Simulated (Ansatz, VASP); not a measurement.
TaN in VASP and in Ansatz

```
Ta N
1.0
     2.99562    0.00000    0.00000
    -1.49781    2.59429    0.00000
     0.00000    0.00000    2.93954
Ta N
1 1
Direct
  0.00000 0.00000 0.50000
  0.66667 0.33333 0.00000
```

Change from the starting cell: volume scaled by 1.06.

Alike in both runs: task single point; functional RPBE; dispersion D3(BJ); k mesh 8 × 8 × 7; occupations gaussian, width 0.05 eV; non-collinear spin, spin-orbit coupling; Hubbard terms Ta d U = 3.0 eV.

|  | VASP | Ansatz |
| --- | --- | --- |
| version | VASP 6.6.1 | Ansatz 0.2.0 |
| potentials or method | VASP PAW PBE potentials, release 64 (Ta_pv, N), cutoff 520 eV | all-electron LAPW, relativistic spinors |

|  | VASP | Ansatz | Ansatz less VASP |
| --- | --- | --- | --- |
| pressure (GPa) | -38.7 | -45.0 | -6.37 |
| traceless stress, the component that is largest in VASP (GPa) | 0.25 | -1.27 | -1.517 |

VASP's potentials were made for PBE, not for RPBE. The programs project onto different local orbitals, so the same U acts differently, and such runs can settle in different states. The pressures are high and differ by over a tenth, so treat them with care. Ansatz ran all-electron here, and VASP with PAW potentials.

Noted on VASP's run: the cell as given lies far from equilibrium. Noted on Ansatz's run: U is the effective U less J, on atomic orbitals that reach past the spheres.
